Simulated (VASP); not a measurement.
# CdH2O2 (P-3m1) in VASP: single point with LDA

Aim: the single point of CdH2O2 with LDA.

Everything below comes from runs of VASP 6.6.1. Logs are shortened: lines on timing, memory, paths and dates and some standing lists are left out, and cuts for length are marked.

## (1) The cell of the first run

The structure is trigonal, space group P-3m1 (No. 164). Conventional cell: a = 3.516 Å, b = 3.516 Å, c = 4.643 Å, α = 90.00°, β = 90.00°, γ = 120.00°. Cd (site symmetry -3m) has 6 O at 2.32 Å and 6 H at 2.91 Å within 3.1 Å. Within 1.3 Å of H (site symmetry 3m) lie 1 O at 0.97 Å. Within 1.3 Å of O (site symmetry 3m) lie 1 H at 0.97 Å.

## (2) Single point, LDA

Input file INCAR:

```
ALGO = Normal ; EDIFF = 1E-7
ENCUT = 520 ; GGA = CA
ISIF = 2 ; ISMEAR = 0
LASPH = True ; LCHARG = True
LELF = True ; LREAL = False
LVHAR = True ; LWAVE = False
NBANDS = 21 ; NELM = 80
PREC = Accurate ; SIGMA = 0.05
```

Input file KPOINTS:

```
k-points
0
Gamma
  9 9 6
```

Input file POSCAR:

```
CdH2O2
1.0
    3.5155259648      0.0000000000      0.0000000000
   -1.7577629824      3.0445347931      0.0000000000
    0.0000000000      0.0000000000      4.6429792900
Cd H O
1 2 2
Direct
    0.0000000000      0.0000000000      0.0000000000
    0.6666666667      0.3333333333      0.5509607200
    0.3333333333      0.6666666667      0.4490392800
    0.6666666667      0.3333333333      0.7593720000
    0.3333333333      0.6666666667      0.2406280000
```

Potentials or basis: VASP PAW LDA potentials, release 64 (Cd, H, O).

The run is started by

```
> cat potpaw_LDA.64/Cd/POTCAR potpaw_LDA.64/H/POTCAR potpaw_LDA.64/O/POTCAR > POTCAR
> mpirun -np 1 vasp_std > vasp.out
```

OUTCAR:

```text
EDIFF = 1E-7
   ENCUT = 520
   GGA = CA
   ISIF = 2
   ISMEAR = 0
   LASPH = True
   LREAL = False
   NELM = 80
   PREC = Accurate

 ion  position               nearest neighbor table
   1  0.000  0.000  0.000-   4 2.32   5 2.32   5 2.32   4 2.32   4 2.32   5 2.32
   2  0.667  0.333  0.551-   4 0.97
   3  0.333  0.667  0.449-   5 0.97
   4  0.667  0.333  0.759-   2 0.97   1 2.32   1 2.32   1 2.32
   5  0.333  0.667  0.241-   3 0.97   1 2.32   1 2.32   1 2.32

  LATTYP: Found a hexagonal cell.
 ALAT       =     3.5155259648
 C/A-ratio  =     1.3207068690

  Lattice vectors:

 A1 = (   3.5155259648,   0.0000000000,   0.0000000000)
 A2 = (  -1.7577629824,   3.0445347931,   0.0000000000)
 A3 = (   0.0000000000,   0.0000000000,   4.6429792900)

Analysis of symmetry for initial positions (statically):
=====================================================================
 Subroutine PRICEL returns:
 Original cell was already a primitive cell.

 Routine SETGRP: Setting up the symmetry group for a
 hexagonal supercell.

 Subroutine GETGRP returns: Found 12 space group operations
 (whereof 12 operations were pure point group operations)
 out of a pool of 24 trial point group operations.

The static configuration has the point symmetry D_3d.

Analysis of symmetry for dynamics (positions and initial velocities):
=====================================================================
 Subroutine PRICEL returns:
 Original cell was already a primitive cell.

 Routine SETGRP: Setting up the symmetry group for a
 hexagonal supercell.

 Subroutine GETGRP returns: Found 12 space group operations
 (whereof 12 operations were pure point group operations)
 out of a pool of 24 trial point group operations.

The dynamic configuration has the point symmetry D_3d.

 Subroutine INISYM returns: Found 12 space group operations
 (whereof 12 operations are pure point group operations),
 and found     1 'primitive' translations

----------------------------------------------------------------------------------------

                                     Primitive cell

  volume of cell :      49.6945

  direct lattice vectors                    reciprocal lattice vectors
     3.515525965  0.000000000  0.000000000     0.284452457  0.164228703  0.000000000
    -1.757762982  3.044534793  0.000000000     0.000000000  0.328457406  0.000000000
     0.000000000  0.000000000  4.642979290     0.000000000  0.000000000  0.215378949

  length of vectors
     3.515525965  3.515525965  4.642979290     0.328457406  0.328457406  0.215378949

  position of ions in fractional coordinates (direct lattice)
     0.000000000  0.000000000  0.000000000
     0.666666667  0.333333333  0.550960720
     0.333333333  0.666666667  0.449039280
     0.666666667  0.333333333  0.759372000
     0.333333333  0.666666667  0.240628000

  ion indices of the primitive-cell ions
   primitive index   ion index
                 1           1
                 2           2
                 3           3
                 4           4
                 5           5

----------------------------------------------------------------------------------------

 KPOINTS: k-points

Automatic generation of k-mesh.
 Grid dimensions read from file:
 generate k-points for:    9    9    6

 Generating k-lattice:

  Cartesian coordinates                     Fractional coordinates (reciprocal lattice)
     0.031605829  0.018247634  0.000000000     0.111111111  0.000000000  0.000000000
     0.000000000  0.036495267  0.000000000     0.000000000  0.111111111  0.000000000
     0.000000000  0.000000000  0.035896492     0.000000000  0.000000000  0.166666667

  Length of vectors
     0.036495267  0.036495267  0.035896492

  Shift w.r.t. Gamma in fractional coordinates (k-lattice)
     0.000000000  0.000000000  0.000000000

 Subroutine IBZKPT returns following result:
 ===========================================

 Found     62 irreducible k-points:

 Following reciprocal coordinates:
            Coordinates               Weight
  0.000000  0.000000  0.000000      1.000000
  0.111111  0.000000  0.000000      6.000000
  0.222222  0.000000  0.000000      6.000000
  0.333333  0.000000  0.000000      6.000000
  0.444444  0.000000  0.000000      6.000000
  0.111111  0.111111  0.000000      6.000000
[... 16 lines left out ...]
  0.222222  0.111111  0.166667     12.000000
 -0.111111  0.333333  0.166667     12.000000
 [... further k-points ...]
   k-points           NKPTS =     62   k-points in BZ     NKDIM =     62   number of bands    NBANDS=     21
   number of dos      NEDOS =    301   number of ions     NIONS =      5
   total plane-waves  NPLWV =  28224
   dimension x,y,z NGX =    28 NGY =   28 NGZ =   36
   dimension x,y,z NGXF=    56 NGYF=   56 NGZF=   72
   ions per type =               1   2   2
   NGX,Y,Z   is equivalent  to a cutoff of  13.24, 13.24, 12.89 a.u.
   NGXF,Y,Z  is equivalent  to a cutoff of  26.48, 26.48, 25.78 a.u.
 SYSTEM =  unknown system
   PREC   = accura    normal or accurate (medium, high low for compatibility)
   ISTART =      0    job   : 0-new  1-cont  2-samecut
   ICHARG =      2    charge: 1-file 2-atom 10-const
   ISPIN  =      1    spin polarized calculation?
   LNONCOLLINEAR =      F non collinear calculations
   LSORBIT =      F    spin-orbit coupling
   LASPH  =      T    aspherical Exc in radial PAW
   ENCUT  =  520.0 eV  38.22 Ry    6.18 a.u.   6.54  6.54  8.63*2*pi/ulx,y,z
   NELM   =     80;   NELMIN=  2; NELMDL= -5     # of ELM steps
   EDIFF  = 0.1E-06   stopping-criterion for ELM
   LREAL  =      F    real-space projection
   EDIFFG = 0.1E-05   stopping-criterion for IOM
   NSW    =      0    number of steps for IOM
   IBRION =     -1    ionic relax: 0-MD 1-quasi-New 2-CG
   NFREE  =      0    steps in history (QN), initial steepest desc. (CG)
   ISIF   =      2    stress and relaxation
   ISYM   =      2    0-nonsym 1-usesym 2-fastsym
   POTIM  = 0.5000    time-step for ionic-motion
   TEBEG  =    0.0;   TEEND  =   0.0 temperature during run
   PSTRESS=    0.0 pullay stress
   NELECT =      26.0000    total number of electrons
   NUPDOWN=      -1.0000    fix difference up-down
   EMIN   =  10.00;   EMAX   =-10.00  energy-range for DOS
   EFERMI =   0.00;   METHOD = LEGACY
   ISMEAR =     0;   SIGMA  =   0.05  broadening in eV -4-tet -1-fermi 0-gaus
   EFERMI_NEDOS =   21; number of points for ismear=-14 and -15
   IALGO  =     38    algorithm
   IMIX   =      4    mixing-type and parameters
     AMIX     =   0.40;   BMIX     =  1.00
     AMIX_MAG =   1.60;   BMIX_MAG =  1.00
  volume/ion in A,a.u.               =       9.94        67.07
  Fermi-wavevector in a.u.,A,eV,Ry     =   1.319157  2.492846 23.676535  1.740176
  Thomas-Fermi vector in A             =   2.449076
   LORBIT       =      0    0 simple, 1 ext, 2 COOP (PROOUT), +10 PAW based schemes
   GGA     = CA    functional components
   LHFCALC =     F    Hartree Fock is set to
   AEXX    =    0.0000 exact exchange contribution
   IVDW    =     0    specifies the selected vdW correction
   LEPSILON=     F    determine dielectric tensor
   LRPA    =     F    only Hartree local field effects (RPA)
 non-spin polarized calculation
 Gauss-broadening in eV      SIGMA  =   0.05
  energy-cutoff  :      520.00
  volume of cell :       49.69
 maximum number of plane-waves:      1385
 NGX is ok and might be reduce to    28
   NGX = 13   NGY = 13   NGZ = 17

 number of electron      25.9999986 magnetization

 Free energy of the ion-electron system (eV)
  ---------------------------------------------------
  ext. energy  EPLUGINS =         0.00000000
  ---------------------------------------------------
  free energy    TOTEN  =       -25.09767417 eV

  energy without entropy =      -25.09767417  energy(sigma->0) =      -25.09767417

 E-fermi :  -0.0208     XC(G=0): -10.5337

 val. band max:       -0.2862141750   @ k =   0.4444   0.0000   0.0000
 cond. band min:       1.2801060257   @ k =   0.0000   0.0000   0.0000
 fundamental gap:      1.5663202007
 Fermi energy:        -0.0208322707

 k-point     1 :       0.0000    0.0000    0.0000
  band No.  band energies     occupation
      1     -18.5868      2.00000
      2     -17.5222      2.00000
      3      -7.9098      2.00000
      4      -6.6819      2.00000
      5      -6.6819      2.00000
      6      -5.9211      2.00000
[... 13 lines left out ...]
     20      14.3864      0.00000
     21      16.7013      0.00000

 k-point     2 :       0.1111    0.0000    0.0000
  band No.  band energies     occupation
      1     -18.5366      2.00000
      2     -17.5421      2.00000
      3      -7.7930      2.00000
      4      -6.6986      2.00000
      5      -6.6287      2.00000
      6      -5.9596      2.00000
[... 13 lines left out ...]
     20      14.9224      0.00000
     21      16.2585      0.00000

 k-point     3 :       0.2222    0.0000    0.0000
  band No.  band energies     occupation
      1     -18.4015      2.00000
      2     -17.5997      2.00000
      3      -7.4895      2.00000
      4      -6.7158      2.00000
      5      -6.5074      2.00000
      6      -6.0833      2.00000
[... 13 lines left out ...]
     20      13.9163      0.00000
     21      15.1725      0.00000

 k-point     4 :       0.3333    0.0000    0.0000
  band No.  band energies     occupation
      1     -18.2208      2.00000
      2     -17.6877      2.00000
      3      -7.2094      2.00000
      4      -6.5673      2.00000
      5      -6.4233      2.00000
      6      -6.2743      2.00000
[... 13 lines left out ...]
     20      13.1281      0.00000
     21      14.4828      0.00000

 k-point     5 :       0.4444    0.0000    0.0000
  band No.  band energies     occupation
      1     -18.0566      2.00000
      2     -17.7886      2.00000
      3      -7.1485      2.00000
      4      -6.4329      2.00000
      5      -6.4096      2.00000
      6      -6.1437      2.00000
[... 13 lines left out ...]
     20      13.0562      0.00000
     21      14.3460      0.00000

 k-point     6 :       0.1111    0.1111    0.0000
  band No.  band energies     occupation
      1     -18.4442      2.00000
      2     -17.5808      2.00000
      3      -7.5794      2.00000
      4      -6.7349      2.00000
      5      -6.5285      2.00000
      6      -6.0267      2.00000
[... 13 lines left out ...]
     20      14.4426      0.00000
     21      15.5109      0.00000

 k-point     7 :       0.2222    0.1111    0.0000
  band No.  band energies     occupation
      1     -18.2867      2.00000
      2     -17.6523      2.00000
      3      -7.2552      2.00000
      4      -6.7605      2.00000
      5      -6.3984      2.00000
      6      -6.1639      2.00000
[... 13 lines left out ...]
     20      13.2556      0.00000
     21      14.7479      0.00000
[... 291 lines left out ...]
      1     -18.0327      2.00000
      2     -17.8093      2.00000
      3      -7.1607      2.00000
      4      -6.4597      2.00000
      5      -6.4203      2.00000
      6      -6.1671      2.00000
[... 13 lines left out ...]
     20      13.0056      0.00000
     21      14.4279      0.00000

 k-point    21 :       0.0000    0.4444    0.1667
  band No.  band energies     occupation
      1     -18.0654      2.00000
      2     -17.7728      2.00000
      3      -7.2855      2.00000
      4      -6.5076      2.00000
      5      -6.4288      2.00000
      6      -6.0043      2.00000
[... 13 lines left out ...]
     20      13.1139      0.00000
     21      14.3436      0.00000

 k-point    22 :       0.1111    0.1111    0.1667
  band No.  band energies     occupation
      1     -18.3965      2.00000
      2     -17.6352      2.00000
      3      -7.5215      2.00000
      4      -6.7717      2.00000
      5      -6.5304      2.00000
      6      -6.0276      2.00000
[... 13 lines left out ...]
     20      14.4051      0.00000
     21      15.7425      0.00000

 k-point    23 :       0.2222    0.1111    0.1667
  band No.  band energies     occupation
      1     -18.2457      2.00000
      2     -17.6957      2.00000
      3      -7.1526      2.00000
      4      -6.8821      2.00000
      5      -6.4064      2.00000
      6      -6.1350      2.00000
[... 13 lines left out ...]
     20      12.7657      0.00000
     21      15.0831      0.00000

 k-point    24 :      -0.1111    0.3333    0.1667
  band No.  band energies     occupation
      1     -18.2592      2.00000
      2     -17.6785      2.00000
      3      -7.3420      2.00000
      4      -6.7388      2.00000
      5      -6.4291      2.00000
      6      -6.1601      2.00000
[... 13 lines left out ...]
     20      13.5727      0.00000
     21      14.9705      0.00000

 [... further k-points ...]

------------------------ aborting loop because EDIFF is reached ----------------------------------------

  FORCE on cell =-STRESS in cart. coord.  units (eV):
  Direction    XX          YY          ZZ          XY          YZ          ZX
  --------------------------------------------------------------------------------------
  -------------------------------------------------------------------------------------
  Total       -1.5179493     -1.5179493      0.1100012     -0.0000000      0.0000000      0.0000000
  in kB      -48.9395374    -48.9395374      3.5465003     -0.0000000      0.0000000      0.0000000
  external PRESSURE =     -31.4441915 kB  Pullay stress =       0.0000000 kB

 VOLUME and BASIS-vectors are now :
 -----------------------------------------------------------------------------
  energy-cutoff  :      520.00
  volume of cell :       49.69
      direct lattice vectors                 reciprocal lattice vectors
     3.515525965  0.000000000  0.000000000     0.284452457  0.164228703  0.000000000
    -1.757762982  3.044534793  0.000000000     0.000000000  0.328457406  0.000000000
     0.000000000  0.000000000  4.642979290     0.000000000  0.000000000  0.215378949

 POSITION                                       TOTAL-FORCE (eV/Angst)
 -----------------------------------------------------------------------------------
      0.00000      0.00000      0.00000         0.000000      0.000000     -0.000000
      1.75776      1.01484      2.55810         0.000000     -0.000000     -0.784272
     -0.00000      2.02969      2.08488         0.000000      0.000000      0.784272
      1.75776      1.01484      3.52575         0.000000      0.000000      1.006494
     -0.00000      2.02969      1.11723        -0.000000     -0.000000     -1.006494
 -----------------------------------------------------------------------------------
    total drift:                                0.000000     -0.000000      0.000000

  FREE ENERGIE OF THE ION-ELECTRON SYSTEM (eV)
  ---------------------------------------------------
  free  energy   TOTEN  =       -25.0976741735 eV

  energy  without entropy=      -25.0976741735  energy(sigma->0) =      -25.09767417
```

It took 76 s on 1 thread of AMD EPYC 7R43 (Zen 3), shared host; peak memory 0.16 GiB.

What came out:

* Free energy: -25.0977 eV
* Pressure: -3.1 GPa
* Largest force: 1.006 eV/Å
* Band gap on the k mesh: 1.57 eV (least direct gap 1.91 eV)

Forces in eV/Å, atoms in the order of the input:
```
Cd   0.000  0.000  0.000
H    0.000  0.000 -0.784
H    0.000  0.000  0.784
O    0.000  0.000  1.006
O    0.000  0.000 -1.006
```

Stress tensor (GPa, compression positive):
```
-4.89  0.00  0.00
 0.00 -4.89  0.00
 0.00  0.00  0.35
```

Levels at points of the mesh, in eV from the valence-band top:
| k point | band 10 | band 11 | band 12 | band 13 | band 14 | band 15 | band 16 | band 17 |
| --- | --- | --- | --- | --- | --- | --- | --- | --- |
| (0.00, 0.00, 0.00) | -1.06 | -1.06 | -0.34 | -0.34 | 1.57 | 6.03 | 9.83 | 12.67 |
| (0.00, 0.00, 0.50) | -1.30 | -1.30 | -0.06 | -0.06 | 4.15 | 4.26 | 10.96 | 11.15 |

Caveat: the stress differs along the axes, from -5 to 0 GPa; forces of over 1 eV/Å act on the atoms, so gaps and moduli don't describe the material at rest. A k mesh can miss the band edges.
